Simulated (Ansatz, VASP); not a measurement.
**YB3: VASP beside Ansatz**

File INCAR:

```
PREC = Accurate
ENCUT = 600
EDIFF = 1E-6
ISMEAR = 0
SIGMA = 0.1
LREAL = False
LASPH = True
NELM = 60
ALGO = Normal
ISIF = 3
LWAVE = False
LCHARG = False
GGA = PE
IBRION = 2
NSW = 90
EDIFFG = -0.04
```

Contents of KPOINTS:

```
regular mesh
0
Gamma
  6 6 6
```

Contents of POSCAR:

```
YB3
1.0
    3.4355864600      0.0000000000      0.0000000000
    0.0000000000      3.4355864600      0.0000000000
    0.0000000000      0.0000000000      3.4355864600
Y B
1 3
Direct
    0.0000000000      0.0000000000      0.0000000000
    0.0000000000      0.5000000000      0.5000000000
    0.5000000000      0.0000000000      0.5000000000
    0.5000000000      0.5000000000      0.0000000000
```

Input for Ansatz:

```yaml
crystal:
  lattice:
    - [3.43558646, 0.0, 0.0]
    - [0.0, 3.43558646, 0.0]
    - [0.0, 0.0, 3.43558646]
  atoms:
    - { symbol: "Y", position: [0.0, 0.0, 0.0] }
    - { symbol: B, position: [0.0, 0.5, 0.5] }
    - { symbol: B, position: [0.5, 0.0, 0.5] }
    - { symbol: B, position: [0.5, 0.5, 0.0] }
basis:
  ecutwfc: 420
kpoints:
  mp_grid: { grid: [6, 6, 6] }
hamiltonian:
  xc: pbe
scf:
  occupations: { method: gaussian, width: 0.1 }
  lower_state_search: "off"
output:
  forces: true
  stress: true
  eigenvalues: true
relax:
  adjacent_minimum: "off"
  f_tol: 0.04
  max_steps: 70
  cell: { stress_tol: 0.4 }
```

Change from the starting cell: species swapped into the LaTl3 type (Pm-3m, No. 221).

Alike in both runs: task relaxation of cell and atoms; functional PBE; k mesh 6 × 6 × 6; occupations gaussian, width 0.1 eV; no spin polarisation.

|  | VASP | Ansatz |
| --- | --- | --- |
| version | VASP 6.6.1 | Ansatz 0.2.0 |
| potentials or method | VASP PAW PBE potentials, release 64 (Y_sv, B), cutoff 600 eV | scalar-relativistic, plane waves, PAW |
| valence electrons in the cell | 20 | 20 |

|  | VASP | Ansatz | Ansatz less VASP |
| --- | --- | --- | --- |
| gap on the k mesh at the Fermi level, each at its own relaxed structure (eV) | none | none | - |
| relaxed volume (Å³/atom) | 11.58 | 11.66 | +0.080 |
| relaxed cell length with the largest relative difference (Å) | 3.591 | 3.599 | +0.0083 |

A gap of «none» marks a metal or a gap that the smearing closes.
